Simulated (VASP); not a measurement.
# Ru2C (Fm-3m) in VASP: a series of runs

Ru2C is run at these levels: PBE; tasks: single point, relaxation of cell and atoms.

Program: VASP 6.6.1. These are calculated values, not measurements. Logs are shortened: lines on timing, memory, paths and dates and some standing lists are left out, and cuts for length are marked.

**1. The cell of the first run**

It takes space group Fm-3m (No. 225, cubic). The conventional cell has a = 5.197 Å, b = 5.197 Å, c = 5.197 Å, α = 90.00°, β = 90.00°, γ = 90.00°. Ru (site symmetry -43m) has 4 C at 2.25 Å and 6 Ru at 2.60 Å within 3.0 Å. C (site symmetry m-3m) has 8 Ru at 2.25 Å within 3.0 Å.

**2. Single point, PBE**

INCAR

```
SYSTEM = Ru2C
  PREC = Accurate
  ENCUT = 520
  EDIFF = 1E-6
  ISMEAR = 0
  SIGMA = 0.1
  LREAL = .False.
  LASPH = .True.
  NELM = 80
  ALGO = Normal
  ISIF = 2
  LWAVE = .False.
  LCHARG = .False.
  GGA = PE
  NBANDS = 23
```

KPOINTS

```
Automatic mesh
0
Gamma
  16 16 16
  0 0 0
```

POSCAR

```
Ru2C
1.0
    0.0000000000      2.5984822123      2.5984822123
    2.5984822123      0.0000000000      2.5984822123
    2.5984822123      2.5984822123      0.0000000000
Ru C
2 1
Direct
    0.2500000000      0.2500000000      0.2500000000
    0.7500000000      0.7500000000      0.7500000000
    0.0000000000      0.0000000000      0.0000000000
```

Potentials or basis: VASP PAW PBE potentials, release 64 (Ru_pv, C).

The run is started by

```
> cat potpaw_PBE.64/Ru_pv/POTCAR potpaw_PBE.64/C/POTCAR > POTCAR
> mpirun -np 1 vasp_std > vasp.out
```

OUTCAR:

```text
SYSTEM = Ru2C
   PREC = Accurate
   ENCUT = 520
   EDIFF = 1E-6
   ISMEAR = 0
   LREAL = .False.
   LASPH = .True.
   NELM = 80
   ISIF = 2
   GGA = PE

 ion  position               nearest neighbor table
   1  0.250  0.250  0.250-   3 2.25   3 2.25   3 2.25   3 2.25   2 2.60   2 2.60   2 2.60   2 2.60
                             2 2.60   2 2.60
   2  0.750  0.750  0.750-   3 2.25   3 2.25   3 2.25   3 2.25   1 2.60   1 2.60   1 2.60   1 2.60
                             1 2.60   1 2.60
   3  0.000  0.000  0.000-   2 2.25   2 2.25   2 2.25   1 2.25   2 2.25   1 2.25   1 2.25   1 2.25

  LATTYP: Found a face centered cubic cell.
 ALAT       =     5.1969644246

  Lattice vectors:

 A1 = (   0.0000000000,   2.5984822123,   2.5984822123)
 A2 = (   2.5984822123,   0.0000000000,   2.5984822123)
 A3 = (   2.5984822123,   2.5984822123,   0.0000000000)

Analysis of symmetry for initial positions (statically):
=====================================================================
 Subroutine PRICEL returns:
 Original cell was already a primitive cell.

 Routine SETGRP: Setting up the symmetry group for a
 face centered cubic supercell.

 Subroutine GETGRP returns: Found 48 space group operations
 (whereof 48 operations were pure point group operations)
 out of a pool of 48 trial point group operations.

The static configuration has the point symmetry O_h .

Analysis of symmetry for dynamics (positions and initial velocities):
=====================================================================
 Subroutine PRICEL returns:
 Original cell was already a primitive cell.

 Routine SETGRP: Setting up the symmetry group for a
 face centered cubic supercell.

 Subroutine GETGRP returns: Found 48 space group operations
 (whereof 48 operations were pure point group operations)
 out of a pool of 48 trial point group operations.

The dynamic configuration has the point symmetry O_h .

 Subroutine INISYM returns: Found 48 space group operations
 (whereof 48 operations are pure point group operations),
 and found     1 'primitive' translations

----------------------------------------------------------------------------------------

                                     Primitive cell

  volume of cell :      35.0905

  direct lattice vectors                    reciprocal lattice vectors
     0.000000000  2.598482212  2.598482212    -0.192420020  0.192420020  0.192420020
     2.598482212  0.000000000  2.598482212     0.192420020 -0.192420020  0.192420020
     2.598482212  2.598482212  0.000000000     0.192420020  0.192420020 -0.192420020

  length of vectors
     3.674808786  3.674808786  3.674808786     0.333281252  0.333281252  0.333281252

  position of ions in fractional coordinates (direct lattice)
     0.250000000  0.250000000  0.250000000
     0.750000000  0.750000000  0.750000000
     0.000000000  0.000000000  0.000000000

  ion indices of the primitive-cell ions
   primitive index   ion index
                 1           1
                 2           2
                 3           3

----------------------------------------------------------------------------------------

 KPOINTS: Automatic mesh

Automatic generation of k-mesh.
 Grid dimensions read from file:
 generate k-points for:   16   16   16

 Generating k-lattice:

  Cartesian coordinates                     Fractional coordinates (reciprocal lattice)
    -0.012026251  0.012026251  0.012026251     0.062500000  0.000000000  0.000000000
     0.012026251 -0.012026251  0.012026251     0.000000000  0.062500000  0.000000000
     0.012026251  0.012026251 -0.012026251     0.000000000  0.000000000  0.062500000

  Length of vectors
     0.020830078  0.020830078  0.020830078

  Shift w.r.t. Gamma in fractional coordinates (k-lattice)
     0.000000000  0.000000000  0.000000000

 Subroutine IBZKPT returns following result:
 ===========================================

 Found    145 irreducible k-points:

 Following reciprocal coordinates:
            Coordinates               Weight
  0.000000  0.000000  0.000000      1.000000
  0.062500  0.000000  0.000000      8.000000
  0.125000  0.000000  0.000000      8.000000
  0.187500  0.000000  0.000000      8.000000
  0.250000  0.000000  0.000000      8.000000
  0.312500  0.000000  0.000000      8.000000
[... 16 lines left out ...]
 -0.125000  0.062500  0.000000     24.000000
 -0.062500  0.062500  0.000000     12.000000
 [... further k-points ...]
   k-points           NKPTS =    145   k-points in BZ     NKDIM =    145   number of bands    NBANDS=     23
   number of dos      NEDOS =    301   number of ions     NIONS =      3
   total plane-waves  NPLWV =  21952
   dimension x,y,z NGX =    28 NGY =   28 NGZ =   28
   dimension x,y,z NGXF=    56 NGYF=   56 NGZF=   56
   ions per type =               2   1
   NGX,Y,Z   is equivalent  to a cutoff of  12.67, 12.67, 12.67 a.u.
   NGXF,Y,Z  is equivalent  to a cutoff of  25.33, 25.33, 25.33 a.u.
 SYSTEM =  Ru2C
   PREC   = accura    normal or accurate (medium, high low for compatibility)
   ISTART =      0    job   : 0-new  1-cont  2-samecut
   ICHARG =      2    charge: 1-file 2-atom 10-const
   ISPIN  =      1    spin polarized calculation?
   LNONCOLLINEAR =      F non collinear calculations
   LSORBIT =      F    spin-orbit coupling
   LASPH  =      T    aspherical Exc in radial PAW
   ENCUT  =  520.0 eV  38.22 Ry    6.18 a.u.   6.83  6.83  6.83*2*pi/ulx,y,z
   NELM   =     80;   NELMIN=  2; NELMDL= -5     # of ELM steps
   EDIFF  = 0.1E-05   stopping-criterion for ELM
   LREAL  =      F    real-space projection
   EDIFFG = 0.1E-04   stopping-criterion for IOM
   NSW    =      0    number of steps for IOM
   IBRION =     -1    ionic relax: 0-MD 1-quasi-New 2-CG
   NFREE  =      0    steps in history (QN), initial steepest desc. (CG)
   ISIF   =      2    stress and relaxation
   ISYM   =      2    0-nonsym 1-usesym 2-fastsym
   POTIM  = 0.5000    time-step for ionic-motion
   TEBEG  =    0.0;   TEEND  =   0.0 temperature during run
   PSTRESS=    0.0 pullay stress
   NELECT =      32.0000    total number of electrons
   NUPDOWN=      -1.0000    fix difference up-down
   EMIN   =  10.00;   EMAX   =-10.00  energy-range for DOS
   EFERMI =   0.00;   METHOD = LEGACY
   ISMEAR =     0;   SIGMA  =   0.10  broadening in eV -4-tet -1-fermi 0-gaus
   EFERMI_NEDOS =   21; number of points for ismear=-14 and -15
   IALGO  =     38    algorithm
   IMIX   =      4    mixing-type and parameters
     AMIX     =   0.40;   BMIX     =  1.00
     AMIX_MAG =   1.60;   BMIX_MAG =  1.00
  volume/ion in A,a.u.               =      11.70        78.93
  Fermi-wavevector in a.u.,A,eV,Ry     =   1.587554  3.000041 34.291125  2.520327
  Thomas-Fermi vector in A             =   2.686693
   LORBIT       =      0    0 simple, 1 ext, 2 COOP (PROOUT), +10 PAW based schemes
   GGA     = PE    functional components
   LHFCALC =     F    Hartree Fock is set to
   AEXX    =    0.0000 exact exchange contribution
   IVDW    =     0    specifies the selected vdW correction
   LEPSILON=     F    determine dielectric tensor
   LRPA    =     F    only Hartree local field effects (RPA)
 non-spin polarized calculation
 Gauss-broadening in eV      SIGMA  =   0.10
  energy-cutoff  :      520.00
  volume of cell :       35.09
 maximum number of plane-waves:       960
   NGX = 13   NGY = 13   NGZ = 13

 number of electron      31.9999996 magnetization

 Free energy of the ion-electron system (eV)
  ---------------------------------------------------
  ext. energy  EPLUGINS =         0.00000000
  ---------------------------------------------------
  free energy    TOTEN  =       -25.24578116 eV

  energy without entropy =      -25.22919825  energy(sigma->0) =      -25.23748970

 E-fermi :  11.5553     XC(G=0): -13.5044

 val. band max:       11.5409447818   @ k =  -0.3750   0.3125   0.0625
 cond. band min:      11.5559608164   @ k =  -0.4375   0.1250   0.0625
 fundamental gap:      0.0150160346
 Fermi energy:        11.5552861593

 k-point     1 :       0.0000    0.0000    0.0000
  band No.  band energies     occupation
      1     -31.6549      2.00000
      2     -31.6549      2.00000
      3     -31.6549      2.00000
      4     -31.0686      2.00000
      5     -31.0686      2.00000
      6     -31.0686      2.00000
[... 15 lines left out ...]
     22      21.3777      0.00000
     23      21.3777      0.00000

 k-point     2 :       0.0625    0.0000    0.0000
  band No.  band energies     occupation
      1     -31.6509      2.00000
      2     -31.6498      2.00000
      3     -31.6498      2.00000
      4     -31.0762      2.00000
      5     -31.0748      2.00000
      6     -31.0748      2.00000
[... 15 lines left out ...]
     22      21.1067      0.00000
     23      21.5706      0.00000

 k-point     3 :       0.1250    0.0000    0.0000
  band No.  band energies     occupation
      1     -31.6388      2.00000
      2     -31.6346      2.00000
      3     -31.6346      2.00000
      4     -31.0983      2.00000
      5     -31.0930      2.00000
      6     -31.0930      2.00000
[... 15 lines left out ...]
     22      20.4801      0.00000
     23      22.0704      0.00000

 k-point     4 :       0.1875    0.0000    0.0000
  band No.  band energies     occupation
      1     -31.6188      2.00000
      2     -31.6097      2.00000
      3     -31.6097      2.00000
      4     -31.1333      2.00000
      5     -31.1225      2.00000
      6     -31.1225      2.00000
[... 15 lines left out ...]
     22      19.8584      0.00000
     23      22.5511      0.00000

 k-point     5 :       0.2500    0.0000    0.0000
  band No.  band energies     occupation
      1     -31.5908      2.00000
      2     -31.5759      2.00000
      3     -31.5759      2.00000
      4     -31.1789      2.00000
      5     -31.1616      2.00000
      6     -31.1616      2.00000
[... 15 lines left out ...]
     22      19.4621      0.00000
     23      22.5506      0.00000

 k-point     6 :       0.3125    0.0000    0.0000
  band No.  band energies     occupation
      1     -31.5551      2.00000
      2     -31.5342      2.00000
      3     -31.5342      2.00000
      4     -31.2322      2.00000
      5     -31.2087      2.00000
      6     -31.2087      2.00000
[... 15 lines left out ...]
     22      19.2653      0.00000
     23      22.5509      0.00000

 k-point     7 :       0.3750    0.0000    0.0000
  band No.  band energies     occupation
      1     -31.5122      2.00000
      2     -31.4858      2.00000
      3     -31.4858      2.00000
      4     -31.2899      2.00000
      5     -31.2616      2.00000
      6     -31.2616      2.00000
[... 353 lines left out ...]
     22      19.3333      0.00000
     23      22.5502      0.00000

 k-point    21 :      -0.2500    0.0625    0.0000
  band No.  band energies     occupation
      1     -31.6415      2.00000
      2     -31.5340      2.00000
      3     -31.5207      2.00000
      4     -31.2362      2.00000
      5     -31.2198      2.00000
      6     -31.1046      2.00000
[... 15 lines left out ...]
     22      19.5293      0.00000
     23      22.5427      0.00000

 k-point    22 :      -0.1875    0.0625    0.0000
  band No.  band energies     occupation
      1     -31.6587      2.00000
      2     -31.5747      2.00000
      3     -31.5651      2.00000
      4     -31.1820      2.00000
      5     -31.1701      2.00000
      6     -31.0784      2.00000
[... 15 lines left out ...]
     22      19.8820      0.00000
     23      22.0329      0.00000

 k-point    23 :      -0.1250    0.0625    0.0000
  band No.  band energies     occupation
      1     -31.6658      2.00000
      2     -31.6081      2.00000
      3     -31.6021      2.00000
      4     -31.1355      2.00000
      5     -31.1281      2.00000
      6     -31.0642      2.00000
[... 15 lines left out ...]
     22      20.4567      0.00000
     23      21.5128      0.00000

 k-point    24 :      -0.0625    0.0625    0.0000
  band No.  band energies     occupation
      1     -31.6628      2.00000
      2     -31.6335      2.00000
      3     -31.6307      2.00000
      4     -31.0994      2.00000
      5     -31.0959      2.00000
      6     -31.0630      2.00000
[... 15 lines left out ...]
     22      21.0437      0.00000
     23      21.2376      0.00000

 [... further k-points ...]
[... 5 lines left out ...]
  --------------------------------------------------------------------------------------
  -------------------------------------------------------------------------------------
  Total        0.0311370      0.0311370      0.0311370      0.0000000      0.0000000     -0.0000000
  in kB        1.4216686      1.4216686      1.4216686      0.0000000      0.0000000     -0.0000000
  external PRESSURE =       1.4216686 kB  Pullay stress =       0.0000000 kB

 VOLUME and BASIS-vectors are now :
 -----------------------------------------------------------------------------
  energy-cutoff  :      520.00
  volume of cell :       35.09
      direct lattice vectors                 reciprocal lattice vectors
     0.000000000  2.598482212  2.598482212    -0.192420020  0.192420020  0.192420020
     2.598482212  0.000000000  2.598482212     0.192420020 -0.192420020  0.192420020
     2.598482212  2.598482212  0.000000000     0.192420020  0.192420020 -0.192420020

 POSITION                                       TOTAL-FORCE (eV/Angst)
 -----------------------------------------------------------------------------------
      1.29924      1.29924      1.29924         0.000000      0.000000      0.000000
      3.89772      3.89772      3.89772        -0.000000     -0.000000     -0.000000
      0.00000      0.00000      0.00000         0.000000      0.000000      0.000000
 -----------------------------------------------------------------------------------
    total drift:                                0.000000      0.000000      0.000000

  FREE ENERGIE OF THE ION-ELECTRON SYSTEM (eV)
  ---------------------------------------------------
  free  energy   TOTEN  =       -25.2457811587 eV

  energy  without entropy=      -25.2291982508  energy(sigma->0) =      -25.23748970
```

Run time: 91 s. Hardware: 1 thread of Intel Xeon 6975P-C, shared host; peak memory 0.23 GiB.

What came out:

| Property | Result |
| --- | --- |
| Free energy | -25.2458 eV |
| Pressure | 0.1 GPa |
| Band gap on the k mesh | zero (band 16 reaches 13.07 eV, above the bottom of band 17 at 9.93 eV) |

Levels at points of the mesh, in eV from the Fermi level:
```csv
k point,band 12,band 13,band 14,band 15,band 16,band 17,band 18,band 19,band 20,band 21
"(0.00, 0.00, 0.00)",-5.31,0.60,0.81,0.81,0.81,2.79,2.79,3.86,3.86,3.86
"(0.50, 0.00, 0.00)",-2.77,-2.15,-1.74,-1.74,-1.63,-1.63,-0.12,4.29,4.29,5.43
"(0.50, 0.50, 0.00)",-4.11,-3.88,-1.13,-1.13,0.15,0.15,1.10,2.41,2.64,7.03
```

**3. Single point, PBE**

This run uses another cell than the first one: it holds 6 atoms, not 3.

INCAR

```
SYSTEM = Ru2C
PREC = Accurate
ENCUT = 520
EDIFF = 1E-7
ISMEAR = 0
SIGMA = 0.1
LREAL = .False.
LASPH = .True.
NELM = 80
ALGO = Normal
ISIF = 2
LWAVE = .False.
LCHARG = .False.
GGA = PE
NBANDS = 41
```

KPOINTS

```
Automatic mesh
0
Gamma
  8 8 8
  0 0 0
```

POSCAR

```
Ru2C
1.0
    0.0000000000      2.5984822123      2.5984822123
    2.5984822123      2.5984822123      0.0000000000
   -2.5984822123      5.1969644247     -2.5984822123
Ru C
4 2
Direct
    0.3750000000      0.3750000000      0.8750000000
    0.8750000000      0.8750000000      0.3750000000
    0.1250000000      0.1250000000      0.6250000000
    0.6250000000      0.6250000000      0.1250000000
    0.5000000000      0.5000000000      0.5000000000
    0.0000000000      1.0000000000      1.0000000000
```

Potentials or basis: VASP PAW PBE potentials, release 64 (Ru_pv, C).

The run is started by

```
> cat potpaw_PBE.64/Ru_pv/POTCAR potpaw_PBE.64/C/POTCAR > POTCAR
> mpirun -np 1 vasp_std > vasp.out
```

Wall time 3 min (1 thread of Intel Xeon 6975P-C, shared host); peak memory 0.28 GiB.

Results (log left out):

- Free energy: -50.4878 eV
- Pressure: 0.2 GPa
- Band gap on the k mesh: zero (band 32 reaches 12.37 eV, above the bottom of band 33 at 11.03 eV)

Levels at points of the mesh, in eV from the Fermi level:
| k point | band 29 | band 30 | band 31 | band 32 | band 33 | band 34 | band 35 | band 36 |
| --- | --- | --- | --- | --- | --- | --- | --- | --- |
| (0.00, 0.00, 0.00) | -1.64 | -0.13 | 0.58 | 0.80 | 0.80 | 0.80 | 2.77 | 2.77 |
| (0.50, 0.00, 0.00) | -1.35 | -1.35 | 0.05 | 0.05 | 0.13 | 0.13 | 0.36 | 0.36 |
| (0.50, 0.50, 0.00) | -1.64 | -1.64 | -1.15 | -1.15 | -0.13 | 0.14 | 0.14 | 1.08 |
| (0.00, 0.00, 0.50) | -0.29 | -0.29 | 0.77 | 0.77 | 0.77 | 0.77 | 2.29 | 2.29 |

**4. Relaxation of cell and atoms, PBE**

INCAR

```
SYSTEM = Ru2C
PREC = Accurate ; ENCUT = 600
EDIFF = 1E-6 ; ISMEAR = 0
SIGMA = 0.1 ; LREAL = .False.
LASPH = .True. ; NELM = 100
ALGO = Normal ; ISIF = 3
LWAVE = .False. ; LCHARG = .False.
GGA = PE ; IBRION = 2
NSW = 100 ; EDIFFG = -0.01
```

KPOINTS

```
Automatic mesh
0
Gamma
  16 16 16
  0 0 0
```

POSCAR

```
Ru2C
1.0
    0.0000000000      2.5992113229      2.5992113229
    2.5992113229      0.0000000000      2.5992113229
    2.5992113229      2.5992113229      0.0000000000
Ru C
2 1
Direct
    0.2500000000      0.2500000000      0.2500000000
    0.7500000000      0.7500000000      0.7500000000
    0.0000000000      0.0000000000      0.0000000000
```

The run is started by

```
> cat potpaw_PBE.64/Ru_pv/POTCAR potpaw_PBE.64/C/POTCAR > POTCAR
> mpirun -np 1 vasp_std > vasp.out
```

Wall time 3.7 min (1 thread of Intel Xeon 6975P-C, shared host); peak memory 0.26 GiB.

Results (log left out):

```
Free energy                            : -25.2463 eV
Relaxed volume                         : 11.70 Å³/atom
Relaxed cell                           : a = 3.675 Å, b = 3.675 Å, c = 3.675 Å, α = 60.00°, β = 60.00°, γ = 60.00°
Space group after relaxing (to 0.05 Å) : Fm-3m (No. 225)
Energy gained by relaxing              : 0.0 meV/atom
Ionic steps                            : 3
Pressure after relaxing                : 0.0 GPa
Band gap on the k mesh                 : zero (band 16 reaches 13.07 eV, above the bottom of band 17 at 9.93 eV)
```

Final structure:
```
CELL_PARAMETERS angstrom
0.00000 2.59857 2.59857
2.59857 0.00000 2.59857
2.59857 2.59857 0.00000
ATOMIC_POSITIONS crystal
Ru 0.25000 0.25000 0.25000
Ru 0.75000 0.75000 0.75000
C 0.00000 0.00000 0.00000
```

Levels at points of the mesh, in eV from the Fermi level:
| k point | band 14 | band 15 | band 16 | band 17 | band 18 | band 19 |
| --- | --- | --- | --- | --- | --- | --- |
| (0.00, 0.00, 0.00) | 0.81 | 0.81 | 0.81 | 2.79 | 2.79 | 3.86 |
| (0.50, 0.00, 0.00) | -1.74 | -1.74 | -1.63 | -1.63 | -0.12 | 4.29 |
| (0.50, 0.50, 0.00) | -1.13 | -1.13 | 0.15 | 0.15 | 1.10 | 2.41 |

**5. Overview**

```tsv
task	cell	k mesh	cutoff (eV)	gap on the mesh (eV)	pressure (GPa)
single point	a = 3.675 Å, angles 60.0°, 3 atoms	16 × 16 × 16	520	none	0.1
single point	a = 3.675, b = 3.675, c = 6.365 Å, angles 73.2, 73.2, 60.0°, 6 atoms	8 × 8 × 8	520	none	0.2
relaxation of cell and atoms	relaxed from a = 3.676 Å, angles 60.0°, 3 atoms	16 × 16 × 16	600	none	0.0
```

Alike in all rows: level PBE; potentials or basis VASP PAW PBE potentials, release 64 (Ru_pv, C); no spin polarisation; smearing gaussian 0.1 eV.

Absolute energies hang on the potentials; compare differences alone.
